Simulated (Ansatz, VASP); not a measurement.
**Two plane-wave programs on ZnS**

File POSCAR:

```
ZnS
1.0
    0.0000000000      2.7753485911      2.6136777993
    2.7753485911      0.0000000000      2.6136777993
    2.7753485911      2.7753485911      0.0000000000
Zn S
1 1
Direct
    0.0000000000      0.0000000000      0.0000000000
    0.7500000000      0.7500000000      0.7500000000
```

File INCAR.step1:

```
SYSTEM = ZnS
PREC     = Accurate       ! precision mode
ENCUT    = 520            ! plane-wave cutoff, eV
ISMEAR   = 0              ! smearing method
SIGMA    = 0.05           ! smearing width, eV
LREAL    = .FALSE.        ! projectors in reciprocal space
LASPH    = .TRUE.         ! aspherical terms in the spheres
NELM     = 60             ! most SCF steps
NBANDS   = 16             ! bands
GGA      = PE             ! functional
ALGO     = Normal         ! electronic algorithm
EDIFF    = 1E-4           ! SCF threshold, eV
LWAVE    = .TRUE.         ! write WAVECAR
LCHARG   = .FALSE.        ! write CHGCAR
```

File INCAR.step2:

```
SYSTEM = ZnS
PREC     = Accurate       ! precision mode
ENCUT    = 520            ! plane-wave cutoff, eV
EDIFF    = 1E-6           ! SCF threshold, eV
ISMEAR   = 0              ! smearing method
SIGMA    = 0.05           ! smearing width, eV
LREAL    = .FALSE.        ! projectors in reciprocal space
LASPH    = .TRUE.         ! aspherical terms in the spheres
NELM     = 60             ! most SCF steps
ALGO     = Normal         ! electronic algorithm
ISIF     = 2              ! what is computed and relaxed
LWAVE    = .FALSE.        ! write WAVECAR
LCHARG   = .FALSE.        ! write CHGCAR
METAGGA  = R2SCAN         ! meta-GGA
LMIXTAU  = .TRUE.       
NBANDS   = 16             ! bands
ISTART   = 1
```

File KPOINTS:

```
regular mesh
0
G
  8 8 8
  0 0 0
```

Input for Ansatz:

```yaml
crystal:
  lattice:
    - [0.0, 2.7753485911, 2.6136777993]
    - [2.7753485911, 0.0, 2.6136777993]
    - [2.7753485911, 2.7753485911, 0.0]
  atoms:
    - { symbol: Zn, position: [0.0, 0.0, 0.0] }
    - { symbol: S, position: [0.75, 0.75, 0.75] }
basis:
  ecutwfc: 500
kpoints:
  mp_grid: { grid: [8, 8, 8] }
hamiltonian:
  xc: r2scan
scf:
  occupations: { method: gaussian, width: 0.05 }
output:
  forces: true
  stress: true
  eigenvalues: true
```

Change from the starting cell: strain +0.030 along x and y, -0.030 along z, atoms carried along.

Alike in both runs: task single point; functional r2SCAN; k mesh 8 × 8 × 8; occupations gaussian, width 0.05 eV; no spin polarisation.

|  | VASP | Ansatz |
| --- | --- | --- |
| version | VASP 6.6.1 | Ansatz 0.2.0 |
| potentials or method | VASP PAW PBE potentials, release 64 (Zn, S), cutoff 520 eV | scalar-relativistic, plane waves, PAW |
| valence electrons in the cell | 18 | 18 |

VASP gave:

- gap on the k mesh at the Fermi level (eV): 2.45
- least direct gap on the mesh (eV): 2.45
- pressure (GPa): -2.2
- traceless stress, the component that is largest in VASP (GPa): 1.61

Estimate Ansatz's values.

gap on the k mesh at the Fermi level (eV): 2.44; least direct gap on the mesh (eV): 2.44; pressure (GPa): -2.2; traceless stress, the component that is largest in VASP (GPa): 1.58.

VASP's potentials were made for PBE, not for r2SCAN.
